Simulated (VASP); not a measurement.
# Pb (P6/mmm) in VASP: further runs, part 2 of 2

VASP 6.6.1.

**4. Single point, BLYP (32.33 Å³/atom)**

This run uses another cell than the first one, of 32.33 Å³/atom.

Input file INCAR:

```
PREC = Accurate
ENCUT = 520
EDIFF = 1E-6
ISMEAR = -1
SIGMA = 0.1
LREAL = False
LASPH = True
NELM = 80
ALGO = Normal
ISIF = 2
LWAVE = False
LCHARG = True
GGA = B5
ALDAX = 1.0
AGGAX = 1.0
AGGAC = 1.0
ALDAC = 0.0
LELF = True
LVHAR = True
NBANDS = 28
```

Input file KPOINTS:

```
Automatic mesh
0
Gamma
  7 7 10
```

Input file POSCAR:

```
Pb
1.0
    5.7310302499      0.0000000000      0.0000000000
   -2.8655151250      4.9632177862      0.0000000000
    0.0000000000      0.0000000000      3.4093805829
Pb
3
Direct
    0.0000000000      1.0000000000      0.0000000000
    0.3333333333      0.6666666667      0.5000000000
    0.6666666667      0.3333333333      0.5000000000
```

Potentials or basis: VASP PAW PBE potentials, release 64 (Pb_d).

Command:

```console
$ cat potpaw_PBE.64/Pb_d/POTCAR > POTCAR
$ mpirun -np 1 vasp_std > vasp.out
```

OUTCAR:

```text
PREC = Accurate
   ENCUT = 520
   EDIFF = 1E-6
   ISMEAR = -1
   LREAL = False
   LASPH = True
   NELM = 80
   ISIF = 2
   GGA = B5

 ion  position               nearest neighbor table
   1  0.000  0.000  0.000-   2 3.72   3 3.72   2 3.72   3 3.72   2 3.72   2 3.72   3 3.72   3 3.72
                             3 3.72   3 3.72   2 3.72   2 3.72
   2  0.333  0.667  0.500-   3 3.31   3 3.31   3 3.31   1 3.72   1 3.72   1 3.72   1 3.72   1 3.72
                             1 3.72
   3  0.667  0.333  0.500-   2 3.31   2 3.31   2 3.31   1 3.72   1 3.72   1 3.72   1 3.72   1 3.72
                             1 3.72

  LATTYP: Found a hexagonal cell.
 ALAT       =     5.7310302499
 C/A-ratio  =     0.5948983750

  Lattice vectors:

 A1 = (   5.7310302499,   0.0000000000,   0.0000000000)
 A2 = (  -2.8655151250,   4.9632177862,   0.0000000000)
 A3 = (   0.0000000000,   0.0000000000,   3.4093805829)

Analysis of symmetry for initial positions (statically):
=====================================================================
 Subroutine PRICEL returns:
 Original cell was already a primitive cell.

 Routine SETGRP: Setting up the symmetry group for a
 hexagonal supercell.

 Subroutine GETGRP returns: Found 24 space group operations
 (whereof 24 operations were pure point group operations)
 out of a pool of 24 trial point group operations.

The static configuration has the point symmetry D_6h.

Analysis of symmetry for dynamics (positions and initial velocities):
=====================================================================
 Subroutine PRICEL returns:
 Original cell was already a primitive cell.

 Routine SETGRP: Setting up the symmetry group for a
 hexagonal supercell.

 Subroutine GETGRP returns: Found 24 space group operations
 (whereof 24 operations were pure point group operations)
 out of a pool of 24 trial point group operations.

The dynamic configuration has the point symmetry D_6h.

 Subroutine INISYM returns: Found 24 space group operations
 (whereof 24 operations are pure point group operations),
 and found     1 'primitive' translations

----------------------------------------------------------------------------------------

                                     Primitive cell

  volume of cell :      96.9776

  direct lattice vectors                    reciprocal lattice vectors
     5.731030250  0.000000000  0.000000000     0.174488697  0.100741096  0.000000000
    -2.865515125  4.963217786  0.000000000     0.000000000  0.201482192  0.000000000
     0.000000000  0.000000000  3.409380583     0.000000000  0.000000000  0.293308411

  length of vectors
     5.731030250  5.731030250  3.409380583     0.201482192  0.201482192  0.293308411

  position of ions in fractional coordinates (direct lattice)
     0.000000000  0.000000000  0.000000000
     0.333333333  0.666666667  0.500000000
     0.666666667  0.333333333  0.500000000

  ion indices of the primitive-cell ions
   primitive index   ion index
                 1           1
                 2           2
                 3           3

----------------------------------------------------------------------------------------

 KPOINTS: Automatic mesh

Automatic generation of k-mesh.
 Grid dimensions read from file:
 generate k-points for:    7    7   10

 Generating k-lattice:

  Cartesian coordinates                     Fractional coordinates (reciprocal lattice)
     0.024926957  0.014391585  0.000000000     0.142857143  0.000000000  0.000000000
     0.000000000  0.028783170  0.000000000     0.000000000  0.142857143  0.000000000
     0.000000000  0.000000000  0.029330841     0.000000000  0.000000000  0.100000000

  Length of vectors
     0.028783170  0.028783170  0.029330841

  Shift w.r.t. Gamma in fractional coordinates (k-lattice)
     0.000000000  0.000000000  0.000000000

 Subroutine IBZKPT returns following result:
 ===========================================

 Found     48 irreducible k-points:

 Following reciprocal coordinates:
            Coordinates               Weight
  0.000000  0.000000  0.000000      1.000000
  0.142857  0.000000  0.000000      6.000000
  0.285714  0.000000  0.000000      6.000000
  0.428571  0.000000  0.000000      6.000000
  0.142857  0.142857  0.000000      6.000000
  0.285714  0.142857  0.000000     12.000000
[... 16 lines left out ...]
  0.428571  0.142857  0.200000     12.000000
  0.285714  0.285714  0.200000     12.000000
 [... further k-points ...]
   k-points           NKPTS =     48   k-points in BZ     NKDIM =     48   number of bands    NBANDS=     28
   number of dos      NEDOS =    301   number of ions     NIONS =      3
   total plane-waves  NPLWV =  64512
   dimension x,y,z NGX =    48 NGY =   48 NGZ =   28
   dimension x,y,z NGXF=    96 NGYF=   96 NGZF=   56
   ions per type =               3
   NGX,Y,Z   is equivalent  to a cutoff of  13.92, 13.92, 13.65 a.u.
   NGXF,Y,Z  is equivalent  to a cutoff of  27.85, 27.85, 27.31 a.u.
 SYSTEM =  unknown system
   PREC   = accura    normal or accurate (medium, high low for compatibility)
   ISTART =      0    job   : 0-new  1-cont  2-samecut
   ICHARG =      2    charge: 1-file 2-atom 10-const
   ISPIN  =      1    spin polarized calculation?
   LNONCOLLINEAR =      F non collinear calculations
   LSORBIT =      F    spin-orbit coupling
   LASPH  =      T    aspherical Exc in radial PAW
   ENCUT  =  520.0 eV  38.22 Ry    6.18 a.u.  10.66 10.66  6.34*2*pi/ulx,y,z
   NELM   =     80;   NELMIN=  2; NELMDL= -5     # of ELM steps
   EDIFF  = 0.1E-05   stopping-criterion for ELM
   LREAL  =      F    real-space projection
   EDIFFG = 0.1E-04   stopping-criterion for IOM
   NSW    =      0    number of steps for IOM
   IBRION =     -1    ionic relax: 0-MD 1-quasi-New 2-CG
   NFREE  =      0    steps in history (QN), initial steepest desc. (CG)
   ISIF   =      2    stress and relaxation
   ISYM   =      2    0-nonsym 1-usesym 2-fastsym
   POTIM  = 0.5000    time-step for ionic-motion
   TEBEG  =    0.0;   TEEND  =   0.0 temperature during run
   PSTRESS=    0.0 pullay stress
   NELECT =      42.0000    total number of electrons
   NUPDOWN=      -1.0000    fix difference up-down
   EMIN   =  10.00;   EMAX   =-10.00  energy-range for DOS
   EFERMI =   0.00;   METHOD = LEGACY
   ISMEAR =    -1;   SIGMA  =   0.10  broadening in eV -4-tet -1-fermi 0-gaus
   EFERMI_NEDOS =   21; number of points for ismear=-14 and -15
   IALGO  =     38    algorithm
   IMIX   =      4    mixing-type and parameters
     AMIX     =   0.40;   BMIX     =  1.00
     AMIX_MAG =   1.60;   BMIX_MAG =  1.00
  volume/ion in A,a.u.               =      32.33       218.15
  Fermi-wavevector in a.u.,A,eV,Ry     =   1.238609  2.340631 20.873395  1.534151
  Thomas-Fermi vector in A             =   2.373127
   LORBIT       =      0    0 simple, 1 ext, 2 COOP (PROOUT), +10 PAW based schemes
   GGA     = B5    functional components
   LHFCALC =     F    Hartree Fock is set to
   AEXX    =    0.0000 exact exchange contribution
   IVDW    =     0    specifies the selected vdW correction
   LEPSILON=     F    determine dielectric tensor
   LRPA    =     F    only Hartree local field effects (RPA)
 non-spin polarized calculation
  energy-cutoff  :      520.00
  volume of cell :       96.98
 maximum number of plane-waves:      2651
 NGX is ok and might be reduce to    48
   NGX = 21   NGY = 21   NGZ = 13

 number of electron      42.0000009 magnetization

 Free energy of the ion-electron system (eV)
  ---------------------------------------------------
  ext. energy  EPLUGINS =         0.00000000
  ---------------------------------------------------
  free energy    TOTEN  =        -8.43540240 eV

  energy without entropy =       -8.37449949  energy(sigma->0) =       -8.40495094

 E-fermi :   7.0183     XC(G=0):  -9.2893

 val. band max:        7.0070608392   @ k =   0.2857   0.2857   0.1000
 cond. band min:       7.0184166341   @ k =   0.4286   0.1429   0.2000
 fundamental gap:      0.0113557949
 Fermi energy:         7.0183154108

 k-point     1 :       0.0000    0.0000    0.0000
  band No.  band energies     occupation
      1     -10.2049      2.00000
      2     -10.0545      2.00000
      3     -10.0382      2.00000
      4     -10.0382      2.00000
      5      -9.9723      2.00000
      6      -9.9723      2.00000
[... 20 lines left out ...]
     27      14.3522      0.00000
[... 691 lines left out ...]
      6      -9.9791      2.00000
[... 20 lines left out ...]
     27      12.0606      0.00000
     28      15.4705      0.00000

 [... further k-points ...]

------------------------ aborting loop because EDIFF is reached ----------------------------------------

  FORCE on cell =-STRESS in cart. coord.  units (eV):
  Direction    XX          YY          ZZ          XY          YZ          ZX
  --------------------------------------------------------------------------------------
  -------------------------------------------------------------------------------------
  Total        2.0672795      2.0672795      1.6552515     -0.0000000      0.0000000      0.0000000
  in kB       34.1537390     34.1537390     27.3465814     -0.0000000      0.0000000      0.0000000
  external PRESSURE =      31.8846865 kB  Pullay stress =       0.0000000 kB

 VOLUME and BASIS-vectors are now :
 -----------------------------------------------------------------------------
  energy-cutoff  :      520.00
  volume of cell :       96.98
      direct lattice vectors                 reciprocal lattice vectors
     5.731030250  0.000000000  0.000000000     0.174488697  0.100741096  0.000000000
    -2.865515125  4.963217786  0.000000000     0.000000000  0.201482192  0.000000000
     0.000000000  0.000000000  3.409380583     0.000000000  0.000000000  0.293308411

 POSITION                                       TOTAL-FORCE (eV/Angst)
 -----------------------------------------------------------------------------------
      0.00000      0.00000      0.00000        -0.000000     -0.000000     -0.000000
     -0.00000      3.30881      1.70469        -0.000000      0.000000     -0.000000
      2.86552      1.65441      1.70469         0.000000     -0.000000      0.000000
 -----------------------------------------------------------------------------------
    total drift:                               -0.000000      0.000000     -0.000000

  FREE ENERGIE OF THE ION-ELECTRON SYSTEM (eV)
  ---------------------------------------------------
  free  energy   TOTEN  =        -8.4354024025 eV

  energy  without entropy=       -8.3744994860  energy(sigma->0) =       -8.40495094
```

stdout:

```text
POSCAR found type information on POSCAR Pb
 POSCAR found :  1 types and       3 ions
 scaLAPACK will be used
 -----------------------------------------------------------------------------
|                                                                             |
|                                                                             |
|     You enforced a specific xc type in the INCAR file but a different       |
|     I HOPE YOU KNOW WHAT YOU ARE DOING!                                     |
|                                                                             |
 -----------------------------------------------------------------------------

 LDA part: xc-table for (Slater(with rela. corr.)+VWN5), standard interpolation
 POSCAR, INCAR and KPOINTS ok, starting setup
 FFT: planning ... GRIDC
 FFT: planning ... GRID_SOFT
 FFT: planning ... GRID
 WAVECAR not read
 entering main loop
```

Run time: 67 s. Hardware: 1 thread of Intel Xeon 6975P-C (Granite Rapids), shared host; peak memory 0.28 GiB.

Results:

```
Free energy            : -8.4354 eV
Pressure               : 3.2 GPa
Band gap on the k mesh : zero (bands 21 and 22 overlap by 3.58 eV)
```

Levels at points of the mesh, in eV from the Fermi level:
```
           k point  band 18  band 19  band 20  band 21  band 22  band 23  band 24  band 25
(0.00, 0.00, 0.00)    -7.29    -1.90    -1.90    -1.81    -1.81     3.11     6.82     6.82
(0.00, 0.00, 0.50)    -5.51    -2.11    -1.31    -0.33    -0.20    -0.20     1.00     1.00
```

Caveat: the cell stands under pressure; the PAW data sets were made with another functional, which shifts forces and pressure a little; spin-orbit coupling is left out, which moves the levels of the heavy elements.

**5. Single point, BLYP (33.73 Å³/atom)**

This run uses another cell than the first one, of 33.73 Å³/atom.

Input file INCAR:

```
AGGAC = 1.0
AGGAX = 1.0
ALDAC = 0.0
ALDAX = 1.0
ALGO = Normal
EDIFF = 1E-7
ENCUT = 520
GGA = B5
ISIF = 2
ISMEAR = -1
LASPH = T
LCHARG = F
LREAL = F
LWAVE = F
NBANDS = 28
NELM = 100
PREC = Accurate
SIGMA = 0.1
```

Input file KPOINTS:

```
k-points
0
Gamma
  7 7 10
```

Input file POSCAR:

```
Pb
1.0
    5.8129131734      0.0000000000      0.0000000000
   -2.9064565867      5.0341304782      0.0000000000
    0.0000000000      0.0000000000      3.4580926011
Pb
3
Direct
    0.0000000000      1.0000000000      0.0000000000
    0.3333333333      0.6666666667      0.5000000000
    0.6666666667      0.3333333333      0.5000000000
```

Potentials or basis: VASP PAW PBE potentials, release 64 (Pb_d).

Command:

```console
$ cat potpaw_PBE.64/Pb_d/POTCAR > POTCAR
$ mpirun -np 1 vasp_std > vasp.out
```

OUTCAR:

```text
EDIFF = 1E-7
   ENCUT = 520
   GGA = B5
   ISIF = 2
   ISMEAR = -1
   LASPH = T
   LREAL = F
   NELM = 100
   PREC = Accurate

 ion  position               nearest neighbor table
   1  0.000  0.000  0.000-   2 3.78   3 3.78   2 3.78   3 3.78   3 3.78   3 3.78   2 3.78   2 3.78
                             3 3.78   3 3.78   2 3.78   2 3.78
   2  0.333  0.667  0.500-   3 3.36   3 3.36   3 3.36   1 3.78   1 3.78   1 3.78   1 3.78   1 3.78
                             1 3.78
   3  0.667  0.333  0.500-   2 3.36   2 3.36   2 3.36   1 3.78   1 3.78   1 3.78   1 3.78   1 3.78
                             1 3.78

  LATTYP: Found a hexagonal cell.
 ALAT       =     5.8129131734
 C/A-ratio  =     0.5948983750

  Lattice vectors:

 A1 = (   5.8129131734,   0.0000000000,   0.0000000000)
 A2 = (  -2.9064565867,   5.0341304782,   0.0000000000)
 A3 = (   0.0000000000,   0.0000000000,   3.4580926011)

Analysis of symmetry for initial positions (statically):
=====================================================================
 Subroutine PRICEL returns:
 Original cell was already a primitive cell.

 Routine SETGRP: Setting up the symmetry group for a
[... 168 lines left out ...]
  energy without entropy =       -8.43532358  energy(sigma->0) =       -8.46656404

 E-fermi :   6.5586     XC(G=0):  -9.0967

 val. band max:        6.5249045715   @ k =   0.4286   0.1429   0.2000
 cond. band min:       6.5700457091   @ k =   0.4286   0.1429   0.1000
 fundamental gap:      0.0451411376
 Fermi energy:         6.5585585830

 k-point     1 :       0.0000    0.0000    0.0000
  band No.  band energies     occupation
      1     -10.6157      2.00000
      2     -10.4702      2.00000
      3     -10.4702      2.00000
      4     -10.4603      2.00000
      5     -10.4123      2.00000
      6     -10.4123      2.00000
[... 733 lines left out ...]
     27      11.4119      0.00000
     28      14.8725      0.00000

 [... further k-points ...]

------------------------ aborting loop because EDIFF is reached ----------------------------------------

  FORCE on cell =-STRESS in cart. coord.  units (eV):
  Direction    XX          YY          ZZ          XY          YZ          ZX
  --------------------------------------------------------------------------------------
  -------------------------------------------------------------------------------------
  Total        1.0597760      1.0597760      0.6204832     -0.0000000      0.0000000     -0.0000000
  in kB       16.7791423     16.7791423      9.8239403     -0.0000000      0.0000000     -0.0000000
  external PRESSURE =      14.4607416 kB  Pullay stress =       0.0000000 kB

 VOLUME and BASIS-vectors are now :
 -----------------------------------------------------------------------------
  energy-cutoff  :      520.00
  volume of cell :      101.19
      direct lattice vectors                 reciprocal lattice vectors
     5.812913173  0.000000000  0.000000000     0.172030782  0.099322018  0.000000000
    -2.906456587  5.034130478  0.000000000     0.000000000  0.198644037  0.000000000
     0.000000000  0.000000000  3.458092601     0.000000000  0.000000000  0.289176756

 POSITION                                       TOTAL-FORCE (eV/Angst)
 -----------------------------------------------------------------------------------
      0.00000      0.00000      0.00000         0.000000      0.000000      0.000000
     -0.00000      3.35609      1.72905        -0.000000      0.000000      0.000000
      2.90646      1.67804      1.72905         0.000000      0.000000      0.000000
 -----------------------------------------------------------------------------------
    total drift:                               -0.000000      0.000000     -0.000000

  FREE ENERGIE OF THE ION-ELECTRON SYSTEM (eV)
  ---------------------------------------------------
  free  energy   TOTEN  =        -8.4978044950 eV

  energy  without entropy=       -8.4353235766  energy(sigma->0) =       -8.46656404
```

OSZICAR:

```text
N       E                     dE             d eps       ncg     rms          rms(c)
DAV:   1     0.484986097056E+03    0.48499E+03   -0.20630E+04  2688   0.175E+03
DAV:   2     0.311058428909E+02   -0.45388E+03   -0.44659E+03  2704   0.457E+02
DAV:   3    -0.708230178341E+01   -0.38188E+02   -0.37743E+02  3292   0.173E+02
DAV:   4    -0.851624494797E+01   -0.14339E+01   -0.14310E+01  3076   0.392E+01
DAV:   5    -0.858599670025E+01   -0.69752E-01   -0.69749E-01  3596   0.730E+00    0.143E+00
DAV:   6    -0.850661734233E+01    0.79379E-01   -0.15581E-01  3452   0.706E+00    0.612E-01
DAV:   7    -0.849818729126E+01    0.84301E-02   -0.12933E-01  3428   0.417E+00    0.172E-01
DAV:   8    -0.849780601122E+01    0.38128E-03   -0.57392E-03  3224   0.103E+00    0.958E-02
DAV:   9    -0.849780196879E+01    0.40424E-05   -0.73606E-04  3056   0.245E-01    0.116E-02
DAV:  10    -0.849780184085E+01    0.12794E-06   -0.61021E-05  4044   0.729E-02    0.717E-03
DAV:  11    -0.849780572462E+01   -0.38838E-05   -0.11774E-05  2892   0.402E-02    0.335E-03
DAV:  12    -0.849780482104E+01    0.90358E-06   -0.12461E-06  3144   0.150E-02    0.123E-03
DAV:  13    -0.849780452690E+01    0.29414E-06   -0.13830E-07  1700   0.531E-03    0.324E-04
DAV:  14    -0.849780449503E+01    0.31872E-07   -0.33920E-08  1512   0.240E-03
   1 F= -.84978045E+01 E0= -.84665640E+01  d E =-.624809E-01
```

Wall time 87 s (1 thread of Intel Xeon 6975P-C (Granite Rapids), shared host); peak memory 0.28 GiB.

Results:

- Free energy: -8.4978 eV
- Pressure: 1.4 GPa
- Band gap on the k mesh: zero (bands 21 and 22 overlap by 3.35 eV)

Stress tensor (GPa, compression positive):
```
1.68 0.00 0.00
0.00 1.68 0.00
0.00 0.00 0.98
```

Caveat: the PAW data sets were made with another functional, which shifts forces and pressure a little; spin-orbit coupling is left out, which moves the levels of the heavy elements.

**6. The runs side by side**

| cell | k mesh | gap on the mesh (eV) | pressure (GPa) |
| --- | --- | --- | --- |
| a = 5.893, b = 5.893, c = 3.505 Å, angles 90.0, 90.0, 120.0°, 3 atoms | 7 × 7 × 9 | none | 0.0 |
| a = 5.647, b = 5.647, c = 3.359 Å, angles 90.0, 90.0, 120.0°, 3 atoms | 7 × 7 × 10 | none | 5.4 |
| a = 5.731, b = 5.731, c = 3.409 Å, angles 90.0, 90.0, 120.0°, 3 atoms | 7 × 7 × 10 | none | 3.2 |
| a = 5.813, b = 5.813, c = 3.458 Å, angles 90.0, 90.0, 120.0°, 3 atoms | 7 × 7 × 10 | none | 1.4 |

Alike in all rows: task single point; level BLYP; potentials or basis VASP PAW PBE potentials, release 64 (Pb_d); no spin polarisation; cutoff (eV) 520; smearing fermi-dirac 0.1 eV.

Caveats: the PAW data sets were made with another functional, which shifts forces and pressure a little; spin-orbit coupling is left out, which moves the levels of the heavy elements; the cell stands under pressure (at least some runs).

Total energies depend on the potentials used, so only differences within one code and one set of settings carry meaning.
